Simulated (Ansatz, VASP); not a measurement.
**HfH2: VASP beside Ansatz**

The input INCAR:

```
PREC = Accurate
ENCUT = 520
EDIFF = 1E-8
ISMEAR = -1
SIGMA = 0.03
LREAL = False
LASPH = True
NELM = 100
ALGO = Normal
ISIF = 2
LWAVE = False
LCHARG = False
GGA = CA
LEFG = True
NBANDS = 13
```

Contents of KPOINTS:

```
Automatic mesh
0
Gamma
  15 15 15
```

POSCAR

```
HfH2
1.0
   -1.6956757868      1.6956757868      2.1013884534
    1.6956757868     -1.6956757868      2.1013884534
    1.6956757868      1.6956757868     -2.1013884534
Hf H
1 2
Direct
    0.0000000000      0.0000000000      0.0000000000
    0.2500000000      0.7500000000      0.5000000000
    0.7500000000      0.2500000000      0.5000000000
```

Input for Ansatz:

```yaml
crystal:
  lattice:
    - [-1.6956757868, 1.6956757868, 2.1013884534]
    - [1.6956757868, -1.6956757868, 2.1013884534]
    - [1.6956757868, 1.6956757868, -2.1013884534]
  atoms:
    - { symbol: Hf, position: [0.0, 0.0, 0.0] }
    - { symbol: H, position: [0.25, 0.75, 0.5] }
    - { symbol: H, position: [0.75, 0.25, 0.5] }
kpoints:
  mp_grid: { grid: [15, 15, 15] }
scf:
  occupations: { method: fermi_dirac, width: 0.03 }
hamiltonian:
  xc: lda
  pseudopotentials: { kind: paw }
output:
  forces: true
  stress: true
  eigenvalues: true
  efg: { contact_densities: true }
```

Change from the starting cell: volume scaled by 0.9405, PAW files.

Alike in both runs: task electric field gradients; functional LDA; k mesh 15 × 15 × 15; occupations fermi-dirac, width 0.03 eV; no spin polarisation.

```csv
,VASP,Ansatz
version,VASP 6.6.1,Ansatz 0.2.0
potentials or method,"VASP PAW LDA potentials, release 64 (Hf_pv, H)","PAW with Ansatz's default frozen-core files, scalar-relativistic"
plane-wave cutoff (eV),520,420
valence electrons in the cell,12,28
```

VASP gave:

* pressure (GPa): 5.1
* traceless stress, the component that is largest in VASP (GPa): -1.30
* size of Vzz on the site where it differs most (V/Å²): 29.7

Problem. What did Ansatz give for the same quantities?

Solution. Pressure (GPa): 5.1; traceless stress, the component that is largest in VASP (GPa): -1.30; size of Vzz on the site where it differs most (V/Å²): 36.5.

LDA's correlation is that of Perdew and Zunger in VASP and of Perdew and Wang (1992) in Ansatz. VASP's potentials hold 12 valence electrons a cell and Ansatz's 28, so a difference there can come from the potentials and not from the codes.

Spin-orbit coupling is off throughout.
